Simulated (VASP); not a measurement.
Crystal: Hf.

```
Hf
1.0
     3.20451    0.00000    0.00000
    -1.60225    2.77518    0.00000
     0.00000    0.00000    5.07382
Hf
2
Direct
  0.33333 0.66667 0.25000
  0.66667 0.33333 0.75000
```

Program: VASP 6.6.1. Alike in all runs: task single point; level PBE; potentials or basis VASP PAW PBE potentials, release 64 (Hf_pv); no spin polarisation; cell as given; k mesh 11 × 11 × 6; cutoff (eV) 520.

Order these runs on this cell by their pressure, lowest first.
A. smearing gaussian 1 eV
B. smearing gaussian 0.2 eV
C. smearing fermi-dirac 1 eV

B (-0.5 GPa), A (1.5 GPa), C (9.6 GPa).

Caveats: so wide a smearing shifts energies and pressures (at least some runs); the cell stands under pressure (at least some runs).
